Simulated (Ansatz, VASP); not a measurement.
# Te: VASP beside Ansatz

Contents of INCAR:

```
SYSTEM = Te
ALGO = Normal
EDIFF = 1E-6
ENCUT = 520
GGA = CA
ISIF = 2
ISMEAR = -1
LASPH = .TRUE.
LCHARG = .FALSE.
LREAL = .FALSE.
LWAVE = .FALSE.
NBANDS = 13
NELM = 100
PREC = Accurate
SIGMA = 0.1
```

KPOINTS

```
k-points
0
G
  9 9 9
  0 0 0
```

The input POSCAR:

```
Te
1.0
    0.0000000000      3.4041515949      3.4041515949
    3.4041515949      0.0000000000      3.4041515949
    3.4041515949      3.4041515949      0.0000000000
Te
2
Direct
    0.1250000000      0.1250000000      0.1250000000
    0.8750000000      0.8750000000      0.8750000000
```

Input for Ansatz:

```yaml
crystal:
  lattice:
    - [0.0, 3.4041515949, 3.4041515949]
    - [3.4041515949, 0.0, 3.4041515949]
    - [3.4041515949, 3.4041515949, 0.0]
  atoms:
    - { symbol: Te, position: [0.125, 0.125, 0.125] }
    - { symbol: Te, position: [0.875, 0.875, 0.875] }
hamiltonian:
  xc: lda
  pseudopotentials:
    kind: paw
    azcp:
      Te: "pseudopotentials/Te.paw.azcp"
basis:
  ecutwfc: 420
  fft_grid_basis: typed
kpoints:
  mp_grid: { grid: [9, 9, 9], shift: [0, 0, 0] }
magnetization:
  spin_polarized: false
scf:
  occupations: { method: fermi_dirac, width: 0.1 }
  lower_state_search: "off"
output:
  stress: true
```

Alike in both runs: task single point; functional LDA; k mesh 9 × 9 × 9; occupations fermi-dirac, width 0.1 eV; no spin polarisation.

```csv
,VASP,Ansatz
version,VASP 6.6.1,Ansatz 0.2.0
potentials or method,"VASP PAW LDA potentials, release 64 (Te), cutoff 520 eV","plane waves (420 eV) with PAW, scalar-relativistic"
valence electrons in the cell,12,32
```

|  | VASP | Ansatz | Ansatz less VASP |
| --- | --- | --- | --- |
| pressure (GPa) | 3.4 | 3.3 | -0.10 |

Ansatz warns that its potentials were made for another functional, while VASP's fit it. LDA's correlation is that of Perdew and Zunger in VASP and of Perdew and Wang (1992) in Ansatz. VASP's potentials hold 12 valence electrons a cell and Ansatz's 32, so a difference there can come from the potentials and not from the codes.

Neither program's run includes spin-orbit coupling.
